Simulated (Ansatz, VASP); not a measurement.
## SnPbO2 in VASP and in Ansatz

```
Sn Pb O
1.0
     3.94580    0.00000    0.00000
     0.00000    3.94580    0.00000
     0.00000    0.00000    5.22254
Sn Pb O
1 1 2
Cartesian
  0.0000 0.0000 1.1076
  1.9729 1.9729 3.9672
  0.0000 1.9729 0.0478
  1.9729 0.0000 0.0478
```

Alike in both runs: functional PBE; k mesh 8 × 8 × 6; occupations gaussian, width 0.02 eV; no spin polarisation.

Ansatz relaxed the structure, and its values are those at the end. VASP's run is a single point on that final structure, the one shown.

|  | VASP | Ansatz |
| --- | --- | --- |
| version | VASP 6.6.1 | Ansatz 0.2.0 |
| potentials or method | VASP PAW PBE potentials, release 64 (Sn_d, Pb_d, O_h), cutoff 910 eV | scalar-relativistic, plane waves, PAW |
| valence electrons in the cell | 40 | 40 |

|  | VASP | Ansatz | Ansatz less VASP |
| --- | --- | --- | --- |
| gap on the k mesh at the Fermi level (eV) | 1.08 | 1.07 | -0.009 |
| least direct gap on the mesh (eV) | 2.05 | 2.07 | +0.018 |
| rms of the force components (eV/Å) | 0.019 | 0.002 | -0.0179 |

Neither program's run includes spin-orbit coupling. Noted on VASP's run: the cutoff is short for stress, so the pressure is rough.
